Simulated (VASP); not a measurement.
# NaI (Fm-3m) in VASP: G0W0 quasiparticle levels with HSE06

Aim: the G0W0 quasiparticle levels of NaI with HSE06.

Everything below comes from runs of VASP 6.6.1. Logs are shortened: lines on timing, memory, paths and dates and some standing lists are left out, and cuts for length are marked.

## Step 1: The cell of the first run

It takes space group Fm-3m (No. 225, cubic). Conventional cell: a = 6.459 Å, b = 6.459 Å, c = 6.459 Å, α = 90.00°, β = 90.00°, γ = 90.00°. Na (site symmetry m-3m) has 6 I at 3.23 Å within 4.2 Å. I (site symmetry m-3m) has 6 Na at 3.23 Å within 4.2 Å.

## Step 2: G0W0 quasiparticle levels, HSE06

The input, POSCAR:

```
NaI
1.0
    0.0000000000      3.2296282834      3.2296282834
    3.2296282834      0.0000000000      3.2296282834
    3.2296282834      3.2296282834      0.0000000000
Na I
1 1
Direct
    0.0000000000      0.0000000000      0.0000000000
    0.5000000000      0.5000000000      0.5000000000
```

The input, INCAR.step1:

```
SYSTEM = NaI
ALGO     = Normal         ! electronic algorithm
EDIFF    = 1E-5           ! SCF threshold, eV
ENCUT    = 500            ! plane-wave cutoff, eV
GGA      = PE             ! functional
ISIF     = 2              ! what is computed and relaxed
ISMEAR   = 0              ! smearing method
LASPH    = .TRUE.         ! aspherical terms in the spheres
LCHARG   = .FALSE.        ! write CHGCAR
LREAL    = .FALSE.        ! projectors in reciprocal space
LWAVE    = .TRUE.         ! write WAVECAR
NELM     = 60             ! most SCF steps
PREC     = Accurate       ! precision mode
SIGMA    = 0.02           ! smearing width, eV
```

The input, INCAR.step2:

```
SYSTEM = NaI
ALGO     = Normal         ! electronic algorithm
EDIFF    = 1E-8           ! SCF threshold, eV
ENCUT    = 500            ! plane-wave cutoff, eV
GGA      = PE             ! functional
HFSCREEN = 0.2            ! screening, 1/A
ISMEAR   = 0              ! smearing method
ISTART   = 1            
LASPH    = .TRUE.         ! aspherical terms in the spheres
LCHARG   = .FALSE.        ! write CHGCAR
LHFCALC  = .TRUE.         ! exact exchange
LREAL    = .FALSE.        ! projectors in reciprocal space
LWAVE    = .TRUE.         ! write WAVECAR
NELM     = 60             ! most SCF steps
PREC     = Accurate       ! precision mode
PRECFOCK = Normal       
SIGMA    = 0.01           ! smearing width, eV
```

The input, INCAR.step3:

```
SYSTEM = NaI
ALGO     = Exact          ! electronic algorithm
EDIFF    = 1E-8           ! SCF threshold, eV
ENCUT    = 500            ! plane-wave cutoff, eV
GGA      = PE             ! functional
HFSCREEN = 0.2            ! screening, 1/A
ISMEAR   = 0              ! smearing method
ISTART   = 1            
LASPH    = .TRUE.         ! aspherical terms in the spheres
LCHARG   = .FALSE.        ! write CHGCAR
LHFCALC  = .TRUE.         ! exact exchange
LOPTICS  = .TRUE.         ! frequency-dependent dielectric function
LREAL    = .FALSE.        ! projectors in reciprocal space
LWAVE    = .TRUE.         ! write WAVECAR
NBANDS   = 68             ! bands
NELM     = 1              ! most SCF steps
PREC     = Accurate       ! precision mode
PRECFOCK = Normal       
SIGMA    = 0.01           ! smearing width, eV
```

The input, INCAR.step4:

```
SYSTEM = NaI
ALGO     = EVGW0          ! electronic algorithm
EDIFF    = 1E-8           ! SCF threshold, eV
ENCUT    = 500            ! plane-wave cutoff, eV
ENCUTGW  = 80.0           ! cutoff of the response function
GGA      = PE             ! functional
HFSCREEN = 0.2            ! screening, 1/A
ISMEAR   = 0              ! smearing method
ISTART   = 1            
LASPH    = .TRUE.         ! aspherical terms in the spheres
LCHARG   = .FALSE.        ! write CHGCAR
LHFCALC  = .TRUE.         ! exact exchange
LREAL    = .FALSE.        ! projectors in reciprocal space
LWAVE    = .FALSE.        ! write WAVECAR
NBANDS   = 68             ! bands
NBANDSGW = 16           
NELMGW   = 1            
NOMEGA   = 96             ! frequency points
OMEGAMAX = 30           
PREC     = Accurate       ! precision mode
PRECFOCK = Fast         
SIGMA    = 0.01           ! smearing width, eV
```

The input, KPOINTS:

```
k-points
0
G
  2 2 2
  0 0 0
```

Potentials or basis: VASP PAW PBE potentials, release 64 (Na_sv_GW, I_GW).

The run is started by

```sh
$ cat potpaw_PBE.64/Na_sv_GW/POTCAR potpaw_PBE.64/I_GW/POTCAR > POTCAR
$ cp INCAR.step1 INCAR
$ mpirun -np 1 vasp_std > vasp.out
$ cp INCAR.step2 INCAR
$ mpirun -np 1 vasp_std > vasp.out
$ cp INCAR.step3 INCAR
$ mpirun -np 1 vasp_std > vasp.out
$ cp INCAR.step4 INCAR
$ mpirun -np 1 vasp_std > vasp.out
```

OUTCAR:

```text
SYSTEM = NaI
   EDIFF = 1E-8
   ENCUT = 500
   ENCUTGW = 80.0
   GGA = PE
   HFSCREEN = 0.2
   ISMEAR = 0
   ISTART = 1
   LASPH = .TRUE.
   LHFCALC = .TRUE.
   LREAL = .FALSE.
   NELMGW = 1
   PREC = Accurate
   PRECFOCK = Fast

 ion  position               nearest neighbor table
   1  0.000  0.000  0.000-
   2  0.500  0.500  0.500-

  LATTYP: Found a face centered cubic cell.
 ALAT       =     6.4592565668

  Lattice vectors:

 A1 = (   0.0000000000,   3.2296282834,   3.2296282834)
 A2 = (   3.2296282834,   0.0000000000,   3.2296282834)
 A3 = (   3.2296282834,   3.2296282834,   0.0000000000)

Analysis of symmetry for initial positions (statically):
=====================================================================
 Subroutine PRICEL returns:
 Original cell was already a primitive cell.

 Routine SETGRP: Setting up the symmetry group for a
 face centered cubic supercell.

 Subroutine GETGRP returns: Found 48 space group operations
 (whereof 48 operations were pure point group operations)
 out of a pool of 48 trial point group operations.

The static configuration has the point symmetry O_h .

Analysis of symmetry for dynamics (positions and initial velocities):
=====================================================================
 Subroutine PRICEL returns:
 Original cell was already a primitive cell.

 Routine SETGRP: Setting up the symmetry group for a
 face centered cubic supercell.

 Subroutine GETGRP returns: Found 48 space group operations
 (whereof 48 operations were pure point group operations)
 out of a pool of 48 trial point group operations.

The dynamic configuration has the point symmetry O_h .

 Subroutine INISYM returns: Found 48 space group operations
 (whereof 48 operations are pure point group operations),
 and found     1 'primitive' translations

----------------------------------------------------------------------------------------

                                     Primitive cell

  volume of cell :      67.3733

  direct lattice vectors                    reciprocal lattice vectors
     0.000000000  3.229628283  3.229628283    -0.154816578  0.154816578  0.154816578
     3.229628283  0.000000000  3.229628283     0.154816578 -0.154816578  0.154816578
     3.229628283  3.229628283  0.000000000     0.154816578  0.154816578 -0.154816578

  length of vectors
     4.567384120  4.567384120  4.567384120     0.268150179  0.268150179  0.268150179

  position of ions in fractional coordinates (direct lattice)
     0.000000000  0.000000000  0.000000000
     0.500000000  0.500000000  0.500000000

  ion indices of the primitive-cell ions
   primitive index   ion index
                 1           1
                 2           2

----------------------------------------------------------------------------------------

 KPOINTS: k-points

Automatic generation of k-mesh.
 Grid dimensions read from file:
 generate k-points for:    2    2    2

 Generating k-lattice:

  Cartesian coordinates                     Fractional coordinates (reciprocal lattice)
    -0.077408289  0.077408289  0.077408289     0.500000000  0.000000000  0.000000000
     0.077408289 -0.077408289  0.077408289     0.000000000  0.500000000  0.000000000
     0.077408289  0.077408289 -0.077408289     0.000000000  0.000000000  0.500000000

  Length of vectors
     0.134075090  0.134075090  0.134075090

  Shift w.r.t. Gamma in fractional coordinates (k-lattice)
     0.000000000  0.000000000  0.000000000

 Subroutine IBZKPT returns following result:
 ===========================================

 Found      3 irreducible k-points:

 Following reciprocal coordinates:
            Coordinates               Weight
  0.000000  0.000000  0.000000      1.000000
  0.500000  0.000000  0.000000      4.000000
  0.500000  0.500000  0.000000      3.000000
   k-points           NKPTS =      3   k-points in BZ     NKDIM =      8   number of bands    NBANDS=     68
   number of dos      NEDOS =    301   number of ions     NIONS =      2
   total plane-waves  NPLWV =  46656
   dimension x,y,z NGX =    36 NGY =   36 NGZ =   36
   dimension x,y,z NGXF=    72 NGYF=   72 NGZF=   72
   ions per type =               1   1
   NGX,Y,Z   is equivalent  to a cutoff of  13.10, 13.10, 13.10 a.u.
   NGXF,Y,Z  is equivalent  to a cutoff of  26.21, 26.21, 26.21 a.u.
 SYSTEM =  NaI
   PREC   = accura    normal or accurate (medium, high low for compatibility)
   ISTART =      1    job   : 0-new  1-cont  2-samecut
   ICHARG =      0    charge: 1-file 2-atom 10-const
   ISPIN  =      1    spin polarized calculation?
   LNONCOLLINEAR =      F non collinear calculations
   LSORBIT =      F    spin-orbit coupling
   LASPH  =      T    aspherical Exc in radial PAW
   ENCUT  =  500.0 eV  36.75 Ry    6.06 a.u.   8.33  8.33  8.33*2*pi/ulx,y,z
   NELM   =     60;   NELMIN=  2; NELMDL=  0     # of ELM steps
   EDIFF  = 0.1E-07   stopping-criterion for ELM
   LREAL  =      F    real-space projection
   EDIFFG = 0.1E-06   stopping-criterion for IOM
   NSW    =      0    number of steps for IOM
   IBRION =     -1    ionic relax: 0-MD 1-quasi-New 2-CG
   NFREE  =      0    steps in history (QN), initial steepest desc. (CG)
   ISIF   =      0    stress and relaxation
   ISYM   =      3    0-nonsym 1-usesym 2-fastsym
   POTIM  = 0.5000    time-step for ionic-motion
   TEBEG  =    0.0;   TEEND  =   0.0 temperature during run
   PSTRESS=    0.0 pullay stress
   NELECT =      16.0000    total number of electrons
   NUPDOWN=      -1.0000    fix difference up-down
   EMIN   =  10.00;   EMAX   =-10.00  energy-range for DOS
   EFERMI =   0.00;   METHOD = LEGACY
   ISMEAR =     0;   SIGMA  =   0.01  broadening in eV -4-tet -1-fermi 0-gaus
   EFERMI_NEDOS =   21; number of points for ismear=-14 and -15
   IALGO  =     38    algorithm
   IMIX   =      1    mixing-type and parameters
     AMIX     =   0.40;   BMIX     =  1.00
     AMIX_MAG =   1.60;   BMIX_MAG =  1.00
  volume/ion in A,a.u.               =      33.69       227.33
  Fermi-wavevector in a.u.,A,eV,Ry     =   1.013800  1.915804 13.983938  1.027790
  Thomas-Fermi vector in A             =   2.146990
   LORBIT       =      0    0 simple, 1 ext, 2 COOP (PROOUT), +10 PAW based schemes
   GGA     = PE    functional components
   LHFCALC =     T    Hartree Fock is set to
   PRECFOCK=fast      Normal, Fast or Accurate (Low or Medium for compatibility)
   ENCUT4O =  -1.0   cutoff for four orbital integrals eV
   NKREDX  =     1    reduce k-point grid by
   NKREDY  =     1    reduce k-point grid by
   NKREDZ  =     1    reduce k-point grid by
   AEXX    =    1.0000 exact exchange contribution
   HFSCREEN=    0.0000 screening length (either q_TF or 0.3 A-1)
   HFSCREENC=   0.2000 screening length for correlation (either q_TF or 0.3 A-1)
   ENCUTFOCK=  -1.0 apply spherical cutoff to Coloumb kernel
   IVDW    =     0    specifies the selected vdW correction
   LEPSILON=     F    determine dielectric tensor
   LRPA    =     F    only Hartree local field effects (RPA)
   LRPAFORCE           =     F    calculate RPA forces
   ENCUTGW             =  80.0    cutoff for response function in eV
   ENCUTGWSOFT         =  64.0    soft cutoff for Coulomb kernel in GW response function in eV
   ENCUTLF             =  -1.0    cutoff for local field effects
   NELMGW              =     1    number of iterations in solving QP/BSE equation
   NELMHF              =     1    number of iterations in the inner HF iteration
   NKREDLFX            =     1    NKREDLFY  =   1   NKREDLFZ  =   1
 non-spin polarized calculation
 Gauss-broadening in eV      SIGMA  =   0.01
  energy-cutoff  :      500.00
  volume of cell :       67.37
 maximum number of plane-waves:      1724
 NGX is ok and might be reduce to    36
  NGX = 18; NGY = 18; NGZ = 18
 maximum number of plane-waves:       116
 NGX is ok and might be reduce to    14

 QP shifts <psi_nk| G(iteration)W_0 |psi_nk>: iteration 1
 for sc-GW calculations column KS-energies equals QP-energies in previous step
 and V_xc(KS)=  KS-energies - (<T + V_ion + V_H > + <T+V_H+V_ion>^1  + <V_x>^1)

 k-point   1 :       0.0000    0.0000    0.0000
  band No.  KS-energies  QP-energies   sigma(KS)   V_xc(KS)     V^pw_x(r,r')   Z            occupation Imag(sigma)

      1     -54.5936     -61.6779     -43.5929     -34.3196     -49.2719       0.7639       2.0000       0.2637
      2     -24.7876     -28.6907     -36.4940     -31.5960     -41.4643       0.7969       2.0000       0.1148
      3     -24.7876     -28.6907     -36.4940     -31.5960     -41.4643       0.7969       2.0000       0.1148
      4     -24.7876     -28.6907     -36.4940     -31.5960     -41.4643       0.7969       2.0000       0.1148
      5     -11.6651     -11.5474     -13.4425     -13.6091     -18.9009       0.7069       2.0000       1.0507
      6       0.2048      -0.3803     -12.8469     -12.1239     -14.7950       0.8093       2.0000       0.0723
[... 8 lines left out ...]
     15      11.7723      11.6786      -4.9796      -4.8595      -1.0790       0.7794       0.0000      -0.1617
     16      13.0348      13.2814      -6.5663      -6.8798      -2.4616       0.7866       0.0000      -0.2346

 k-point   2 :       0.5000    0.0000    0.0000
  band No.  KS-energies  QP-energies   sigma(KS)   V_xc(KS)     V^pw_x(r,r')   Z            occupation Imag(sigma)

      1     -54.5935     -61.7211     -43.5927     -34.3198     -49.2721       0.7686       2.0000       0.2638
      2     -24.7927     -28.6800     -36.4728     -31.5752     -41.4452       0.7937       2.0000       0.1231
      3     -24.7877     -28.6871     -36.4924     -31.5954     -41.4625       0.7963       2.0000       0.1160
      4     -24.7877     -28.6871     -36.4924     -31.5954     -41.4625       0.7963       2.0000       0.1160
      5     -11.3055     -11.1741     -13.7544     -13.9233     -19.1003       0.7783       2.0000       1.1082
      6      -2.0931      -2.9397     -11.4997     -10.4495     -13.4104       0.8062       2.0000       0.0776
[... 8 lines left out ...]
     15      13.9669      14.6949      -7.2388      -8.1543      -3.5436       0.7953       0.0000      -0.1115
     16      14.1946      14.3280      -5.8221      -5.9897      -1.6854       0.7961       0.0000      -0.3112

 k-point   3 :       0.5000    0.5000    0.0000
  band No.  KS-energies  QP-energies   sigma(KS)   V_xc(KS)     V^pw_x(r,r')   Z            occupation Imag(sigma)

      1     -54.5935     -61.6875     -43.5932     -34.3199     -49.2723       0.7650       2.0000       0.2638
      2     -24.7916     -28.6759     -36.4787     -31.5814     -41.4499       0.7931       2.0000       0.1150
      3     -24.7893     -28.6771     -36.4877     -31.5899     -41.4579       0.7938       2.0000       0.1151
      4     -24.7893     -28.6771     -36.4877     -31.5899     -41.4579       0.7938       2.0000       0.1151
      5     -11.2142     -11.0597     -13.7644     -13.9618     -19.1023       0.7826       2.0000       1.1092
      6      -1.8190      -2.6572     -11.7243     -10.6859     -13.6612       0.8072       2.0000       0.0788
[... 8 lines left out ...]
     15      15.0253      15.7233      -7.2254      -8.1236      -3.4158       0.7770       0.0000      -0.1234
     16      15.0253      15.7233      -7.2254      -8.1236      -3.4158       0.7770       0.0000      -0.1234
```

Wall time 4.6 min (1 thread of Intel Xeon 6975P-C (Granite Rapids), shared host); peak memory 0.83 GiB.

Results:

- Quasiparticle gap: 5.88 eV
- Least direct quasiparticle gap: 5.88 eV
- Band gap of the starting levels on the mesh: 4.78 eV
- Least direct gap of the starting levels on the mesh: 4.78 eV

Caveat: the k points lie up to 0.84 Å⁻¹ apart, too coarse for converged energies, forces and pressures; bands, screening cutoff and mesh are small and nothing is extrapolated, so the quasiparticle values aren't converged; spin-orbit coupling is left out, which moves the levels of the heavy elements.
